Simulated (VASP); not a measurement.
Nb: single point with r2SCAN

The system is Nb.

```
CELL_PARAMETERS angstrom
-1.66395 1.66395 1.66395
1.66395 -1.66395 1.66395
1.66395 1.66395 -1.66395
ATOMIC_POSITIONS crystal
Nb 0.00000 0.00000 0.00000
```

```yaml
Program: VASP 6.6.1
Task: single point
Functional: r2SCAN
Potentials_or_basis: VASP PAW PBE potentials, release 64 (Nb_sv)
Cutoff: 550 eV
k_mesh: 10 × 10 × 10
Occupations: fermi-dirac, width 0.05 eV
Spin: no spin polarisation
```

The pressure is -3.3 GPa.

Levels at points of the mesh, in eV from the Fermi level:
| k point | band 3 | band 4 | band 5 | band 6 | band 7 | band 8 | band 9 | band 10 |
| --- | --- | --- | --- | --- | --- | --- | --- | --- |
| (0.00, 0.00, 0.00) | -30.80 | -30.80 | -6.28 | 0.42 | 0.42 | 0.42 | 3.47 | 3.47 |
| (0.50, 0.00, 0.00) | -31.22 | -30.81 | -3.84 | -1.67 | 2.10 | 3.47 | 4.18 | 6.44 |
| (0.50, 0.50, 0.50) | -31.72 | -31.72 | -3.78 | -3.78 | 5.68 | 5.68 | 5.68 | 9.29 |

Run time: 31 s on 1 thread of Intel(R) Xeon(R) Platinum 8259CL CPU @ 2.50GHz (Skylake/Cascade Lake), on a shared host, peak memory 0.14 GiB.

Caveat: the PAW data sets were made with another functional, which shifts forces and pressure a little.
